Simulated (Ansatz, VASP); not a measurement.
# AlRu: VASP beside Ansatz

The input INCAR:

```
PREC = Accurate ; ENCUT = 520
EDIFF = 1E-6 ; ISMEAR = 0
SIGMA = 0.15 ; LREAL = False
LASPH = True ; NELM = 80
ALGO = Normal ; ISIF = 2
LWAVE = False ; LCHARG = False
GGA = PS ; NBANDS = 16
```

File KPOINTS:

```
Automatic mesh
0
Gamma
  16 16 16
```

POSCAR

```
AlRu
1.0
    3.0663900000      0.0000000000      0.0000000000
    0.0000000000      3.0663900000      0.0000000000
    0.0000000000      0.0000000000      3.0663900000
Al Ru
1 1
Direct
    0.0000000000      0.0000000000      0.0000000000
    0.5000000000      0.5000000000      0.5000000000
```

Input for Ansatz:

```yaml
crystal:
  lattice:
    - [3.06639, 0.0, 0.0]
    - [0.0, 3.06639, 0.0]
    - [0.0, 0.0, 3.06639]
  atoms:
    - { symbol: Al, position: [0.0, 0.0, 0.0] }
    - { symbol: Ru, position: [0.5, 0.5, 0.5] }
basis:
  ecutwfc: 420
kpoints:
  mp_grid: { grid: [16, 16, 16] }
hamiltonian:
  xc: pbesol
scf:
  occupations: { method: gaussian, width: 0.15 }
output:
  forces: true
  stress: true
  eigenvalues: true
```

Change from the starting cell: strain +0.025 along x and y, +0.025 along z, atoms carried along.

Alike in both runs: task single point; functional PBEsol; k mesh 16 × 16 × 16; occupations gaussian, width 0.15 eV; no spin polarisation.

|  | VASP | Ansatz |
| --- | --- | --- |
| version | VASP 6.6.1 | Ansatz 0.2.0 |
| potentials or method | VASP PAW PBE potentials, release 64 (Al, Ru_pv), cutoff 520 eV | scalar-relativistic, plane waves, PAW |
| valence electrons in the cell | 17 | 19 |

|  | VASP | Ansatz | Ansatz less VASP |
| --- | --- | --- | --- |
| gap on the k mesh at the Fermi level (eV) | none | none | - |
| pressure (GPa) | -16.1 | -16.1 | -0.02 |

VASP's potentials were made for PBE, not for PBEsol. A gap of «none» marks a metal or a gap that the smearing closes. VASP's potentials hold 17 valence electrons a cell and Ansatz's 19, so a difference there can come from the potentials and not from the codes.
